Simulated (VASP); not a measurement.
Write the native input for VASP 6.6.1 that does the following.

| Item | Value |
| --- | --- |
| Task | single point |
| Functional | LDA |
| Potentials or basis | VASP PAW LDA potentials, release 64 (Sn_d) |
| Cutoff | 520 eV |
| k mesh | 9 × 9 × 11 |
| Occupations | fermi-dirac, width 0.1 eV |
| Spin | no spin polarisation |
| Dipole correction | no |
| Further INCAR settings | ALGO = Normal; EDIFF = 1e-06; NBANDS = 13 |

The structure of Sn lies in POSCAR:

```
Sn
1.0
   -1.6686470034      1.7152310904      2.2592361267
    1.6710894788     -1.7170186343      2.2623968693
    1.6682418816      1.7166246945     -2.2605934424
Sn
1
Direct
    0.0000000000      0.0000000000      0.0000000000
```

These files were run (other wordings do the same):

INCAR

```
PREC     = Accurate       # precision mode
ENCUT    = 520            # plane-wave cutoff, eV
EDIFF    = 1E-6           # SCF threshold, eV
ISMEAR   = -1             # smearing method
SIGMA    = 0.1            # smearing width, eV
LREAL    = False          # projectors in reciprocal space
LASPH    = True           # aspherical terms in the spheres
NELM     = 60             # most SCF steps
ALGO     = Normal         # electronic algorithm
ISIF     = 2              # what is computed and relaxed
LWAVE    = False          # write WAVECAR
LCHARG   = True           # write CHGCAR
LELF     = True           # ELF
LVHAR    = True         
NBANDS   = 13             # bands
```

KPOINTS

```
regular mesh
0
Gamma
  9 9 11
```

Potentials or basis: VASP PAW LDA potentials, release 64 (Sn_d).

Command:

```sh
$ cat potpaw_LDA.64/Sn_d/POTCAR > POTCAR
$ mpirun -np 1 vasp_std > vasp.out
```

It gave:

The pressure is 0.0 GPa and the band gap on the k mesh is zero (band 7 reaches 16.19 eV, above the bottom of band 8 at 6.30 eV).

Caveat: spin-orbit coupling is left out, which moves the levels of the heavy elements.

Run time: 45 s on 1 thread of Intel(R) Xeon(R) Platinum 8488C (Sapphire Rapids), with other jobs on the host, peak memory 0.24 GiB.
